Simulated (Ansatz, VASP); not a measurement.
Te in VASP and in Ansatz

```xyz
4
Lattice="4.4761 0.0000 0.0000 -2.2380 3.8764 0.0000 0.0000 0.0000 8.3153" Properties=species:S:1:pos:R:3 pbc="T T T"
Te    2.2380    3.8764    8.3153
Te    2.2380    3.8764    4.1577
Te    0.0000    2.5843    2.0788
Te    2.2380    1.2921    6.2365
```

Alike in both runs: functional BLYP; k mesh 11 × 11 × 3; occupations fermi-dirac, width 0.1 eV; no spin polarisation.

Ansatz relaxed the structure, and its values are those at the end. VASP's run is a single point on that final structure, the one shown.

```csv
,VASP,Ansatz
version,VASP 6.6.1,Ansatz 0.2.0
potentials or method,"VASP PAW PBE potentials, release 64 (Te), cutoff 520 eV","plane waves (420 eV) with PAW, scalar-relativistic"
valence electrons in the cell,24,64
```

|  | VASP | Ansatz | Ansatz less VASP |
| --- | --- | --- | --- |
| pressure (GPa) | 0.1 | 0.0 | -0.11 |

VASP's potentials were made for PBE, not for BLYP. VASP's potentials hold 24 valence electrons a cell and Ansatz's 64, so a difference there can come from the potentials and not from the codes.

Spin-orbit coupling is off throughout.
